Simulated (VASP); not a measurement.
# Ti3W2 (R-3m) in VASP: single point with PBE

Aim: the single point of Ti3W2 with PBE.

Everything below comes from runs of VASP 6.6.1. Logs are shortened: lines on timing, memory, paths and dates and some standing lists are left out, and cuts for length are marked.

### Step 1. The cell of the first run

The structure is trigonal, space group R-3m (No. 166). Conventional cell: a = 4.545 Å, b = 4.545 Å, c = 13.692 Å, α = 90.00°, β = 90.00°, γ = 120.00°. Within 3.6 Å of Ti (site symmetry 3m) lie 7 W at 2.72 to 3.21 Å and 7 Ti at 2.76 to 3.15 Å. Ti (site symmetry -3m) has 8 W at 2.71 to 3.21 Å and 6 Ti at 2.76 Å within 3.6 Å. Within 3.6 Å of W (site symmetry 3m) lie 11 Ti at 2.71 to 3.21 Å and 3 W at 2.76 Å.

### Step 2. Single point, PBE

Input file INCAR:

```
ALGO     = Fast           # electronic algorithm
EDIFF    = 1E-7           # SCF threshold, eV
ENCUT    = 520            # plane-wave cutoff, eV
GGA      = PE             # functional
ISIF     = 2              # what is computed and relaxed
ISMEAR   = 0              # smearing method
LASPH    = True           # aspherical terms in the spheres
LCHARG   = False          # write CHGCAR
LREAL    = False          # projectors in reciprocal space
LWAVE    = False          # write WAVECAR
NBANDS   = 40             # bands
NELM     = 100            # most SCF steps
PREC     = Accurate       # precision mode
SIGMA    = 0.1            # smearing width, eV
```

Input file KPOINTS:

```
k-points
0
Gamma
  6 6 6
```

Input file POSCAR:

```
Ti3W2
1.0
    2.2726032000      1.3120881000      4.5638584000
   -2.2726032000      1.3120881000      4.5638584000
    0.0000000000     -2.6241762000      4.5638584000
Ti W
3 2
Direct
    0.6030400000      0.6030400000      0.6030400000
    0.3969600000      0.3969600000      0.3969600000
    0.0000000000      0.0000000000      0.0000000000
    0.1982590000      0.1982590000      0.1982590000
    0.8017410000      0.8017410000      0.8017410000
```

Potentials or basis: VASP PAW PBE potentials, release 64 (Ti_sv, W_sv).

On the command line:

```sh
$ cat potpaw_PBE.64/Ti_sv/POTCAR potpaw_PBE.64/W_sv/POTCAR > POTCAR
$ mpirun -np 1 vasp_std > vasp.out
```

OUTCAR:

```text
EDIFF = 1E-7
   ENCUT = 520
   GGA = PE
   ISIF = 2
   ISMEAR = 0
   LASPH = True
   LREAL = False
   NELM = 100
   PREC = Accurate

 ion  position               nearest neighbor table
   1  0.603  0.603  0.603-   5 2.72   3 2.76   3 2.76   3 2.76   4 2.80   4 2.80   4 2.80   2 2.82

   2  0.397  0.397  0.397-   4 2.72   3 2.76   3 2.76   3 2.76   5 2.80   5 2.80   5 2.80   1 2.82

   3  0.000  0.000  0.000-   4 2.71   5 2.71   1 2.76   1 2.76   2 2.76   2 2.76   1 2.76   2 2.76

   4  0.198  0.198  0.198-   3 2.71   2 2.72   5 2.76   5 2.76   5 2.76   1 2.80   1 2.80   1 2.80

   5  0.802  0.802  0.802-   3 2.71   1 2.72   4 2.76   4 2.76   4 2.76   2 2.80   2 2.80   2 2.80

  LATTYP: Found a trigonal (rhomboedric) cell.
 ALAT       =     5.2645136510
 COS(alpha) =     0.6272988572

  Lattice vectors:

 A1 = (   2.2726032000,   1.3120881000,   4.5638584000)
 A2 = (  -2.2726032000,   1.3120881000,   4.5638584000)
 A3 = (   0.0000000000,  -2.6241762000,   4.5638584000)

Analysis of symmetry for initial positions (statically):
=====================================================================
 Subroutine PRICEL returns:
 Original cell was already a primitive cell.

 Routine SETGRP: Setting up the symmetry group for a
 trigonal (rhombohedral) supercell.

 Subroutine GETGRP returns: Found 12 space group operations
 (whereof 12 operations were pure point group operations)
 out of a pool of 12 trial point group operations.

The static configuration has the point symmetry D_3d.

Analysis of symmetry for dynamics (positions and initial velocities):
=====================================================================
 Subroutine PRICEL returns:
 Original cell was already a primitive cell.

 Routine SETGRP: Setting up the symmetry group for a
 trigonal (rhombohedral) supercell.

 Subroutine GETGRP returns: Found 12 space group operations
 (whereof 12 operations were pure point group operations)
 out of a pool of 12 trial point group operations.

The dynamic configuration has the point symmetry D_3d.

 Subroutine INISYM returns: Found 12 space group operations
 (whereof 12 operations are pure point group operations),
 and found     1 'primitive' translations

----------------------------------------------------------------------------------------

                                     Primitive cell

  volume of cell :      81.6526
[... 90 lines left out ...]
   LNONCOLLINEAR =      F non collinear calculations
   LSORBIT =      F    spin-orbit coupling
   LASPH  =      T    aspherical Exc in radial PAW
   ENCUT  =  520.0 eV  38.22 Ry    6.18 a.u.   9.79  9.79  9.79*2*pi/ulx,y,z
   NELM   =    100;   NELMIN=  2; NELMDL= -5     # of ELM steps
   EDIFF  = 0.1E-06   stopping-criterion for ELM
   LREAL  =      F    real-space projection
   EDIFFG = 0.1E-05   stopping-criterion for IOM
   NSW    =      0    number of steps for IOM
   IBRION =     -1    ionic relax: 0-MD 1-quasi-New 2-CG
   NFREE  =      0    steps in history (QN), initial steepest desc. (CG)
   ISIF   =      2    stress and relaxation
   ISYM   =      2    0-nonsym 1-usesym 2-fastsym
   POTIM  = 0.5000    time-step for ionic-motion
   TEBEG  =    0.0;   TEEND  =   0.0 temperature during run
   PSTRESS=    0.0 pullay stress
   NELECT =      64.0000    total number of electrons
   NUPDOWN=      -1.0000    fix difference up-down
   EMIN   =  10.00;   EMAX   =-10.00  energy-range for DOS
   EFERMI =   0.00;   METHOD = LEGACY
   ISMEAR =     0;   SIGMA  =   0.10  broadening in eV -4-tet -1-fermi 0-gaus
   EFERMI_NEDOS =   21; number of points for ismear=-14 and -15
   IALGO  =     68    algorithm
   IMIX   =      4    mixing-type and parameters
     AMIX     =   0.40;   BMIX     =  1.00
     AMIX_MAG =   1.60;   BMIX_MAG =  1.00
  volume/ion in A,a.u.               =      16.33       110.20
  Fermi-wavevector in a.u.,A,eV,Ry     =   1.509425  2.852399 30.999014  2.278363
  Thomas-Fermi vector in A             =   2.619749
   LORBIT       =      0    0 simple, 1 ext, 2 COOP (PROOUT), +10 PAW based schemes
   GGA     = PE    functional components
   LHFCALC =     F    Hartree Fock is set to
   AEXX    =    0.0000 exact exchange contribution
   IVDW    =     0    specifies the selected vdW correction
   LEPSILON=     F    determine dielectric tensor
   LRPA    =     F    only Hartree local field effects (RPA)
 non-spin polarized calculation
 RMM-DIIS sequential band-by-band and
 Gauss-broadening in eV      SIGMA  =   0.10
  energy-cutoff  :      520.00
  volume of cell :       81.65
 maximum number of plane-waves:      2225
   NGX = 19   NGY = 19   NGZ = 19

 number of electron      64.0000003 magnetization

 Free energy of the ion-electron system (eV)
  ---------------------------------------------------
  ext. energy  EPLUGINS =         0.00000000
  ---------------------------------------------------
  free energy    TOTEN  =       -49.46419129 eV

  energy without entropy =      -49.42393114  energy(sigma->0) =      -49.44406121

 E-fermi :   9.2719     XC(G=0): -12.4752

 val. band max:        9.2546829262   @ k =  -0.3333   0.1667  -0.0000
 cond. band min:       9.2837782529   @ k =  -0.3333  -0.3333   0.1667
 fundamental gap:      0.0290953267
 Fermi energy:         9.2719304809

 k-point     1 :       0.0000    0.0000    0.0000
  band No.  band energies     occupation
      1     -63.9461      2.00000
      2     -63.8670      2.00000
      3     -47.1536      2.00000
      4     -47.0180      2.00000
      5     -47.0014      2.00000
      6     -28.3796      2.00000
[... 1021 lines left out ...]
     39      12.1131      0.00000
     40      12.2459      0.00000

 [... further k-points ...]
[... 5 lines left out ...]
  --------------------------------------------------------------------------------------
  -------------------------------------------------------------------------------------
  Total        0.2174902      0.2174902     -0.1319995      0.0000000      0.0000000      0.0000000
  in kB        4.2675665      4.2675667     -2.5900782      0.0000000      0.0000000      0.0000000
  external PRESSURE =       1.9816850 kB  Pullay stress =       0.0000000 kB

 VOLUME and BASIS-vectors are now :
 -----------------------------------------------------------------------------
  energy-cutoff  :      520.00
  volume of cell :       81.65
      direct lattice vectors                 reciprocal lattice vectors
     2.272603200  1.312088100  4.563858400     0.220012011  0.127023991  0.073037615
    -2.272603200  1.312088100  4.563858400    -0.220012011  0.127023991  0.073037615
     0.000000000 -2.624176200  4.563858400     0.000000000 -0.254047981  0.073037615

 POSITION                                       TOTAL-FORCE (eV/Angst)
 -----------------------------------------------------------------------------------
      0.00000      0.00000      8.25657         0.000000      0.000000      0.010822
      0.00000      0.00000      5.43501         0.000000     -0.000000     -0.010822
      0.00000      0.00000      0.00000        -0.000000      0.000000      0.000000
      0.00000      0.00000      2.71448         0.000000      0.000000     -0.044160
      0.00000      0.00000     10.97710         0.000000     -0.000000      0.044160
 -----------------------------------------------------------------------------------
    total drift:                               -0.000000     -0.000000     -0.000000

  FREE ENERGIE OF THE ION-ELECTRON SYSTEM (eV)
  ---------------------------------------------------
  free  energy   TOTEN  =       -49.4641912859 eV

  energy  without entropy=      -49.4239311415  energy(sigma->0) =      -49.44406121
```

stdout:

```text
POSCAR found type information on POSCAR TiW
[... 42 lines left out ...]
 num prob  num prob  num prob  num prob  num prob  num prob  num prob  num prob  num prob  num prob  num prob  num prob  num prob  num prob  num prob  num prob  num prob  num prob  num prob  num prob  num prob  num prob  num prob  num prob  num prob  num prob  num prob  num prob WARNING in EDDRMM: call to ZHEGV failed, returncode =   8  4      9
 num prob  num prob  num prob  num prob  num prob  num prob  num prob  num prob  num prob  num prob  num prob  num prob  num prob  num prob  num prob  num prob  num prob  num prob  num prob  num prob  num prob  num prob  num prob  num prob  num prob  num prob  num prob  num prob  num prob  num prob  num prob RMM:  46    -0.494641907994E+02   -0.11042E-06   -0.20465E-06  3111   0.749E-03    0.323E-04
```

Run time: 11 min. Hardware: 1 thread of Intel Xeon Platinum 8175M at 2.50GHz (Skylake/Cascade Lake), shared host; peak memory 0.28 GiB.

What came out:

- Free energy: -49.4642 eV
- Pressure: 0.2 GPa
- Largest force: 0.044 eV/Å
- Band gap on the k mesh: zero (band 32 reaches 9.67 eV, above the bottom of band 33 at 9.13 eV)

Forces on the atoms (eV/Å):
```
Ti   0.000  0.000  0.011
Ti   0.000  0.000 -0.011
Ti   0.000  0.000  0.000
W    0.000  0.000 -0.044
W    0.000  0.000  0.044
```

Stress tensor (GPa, compression positive):
```
 0.43  0.00  0.00
 0.00  0.43  0.00
 0.00  0.00 -0.26
```

Caveat: spin-orbit coupling is left out, which moves the levels of the heavy elements.
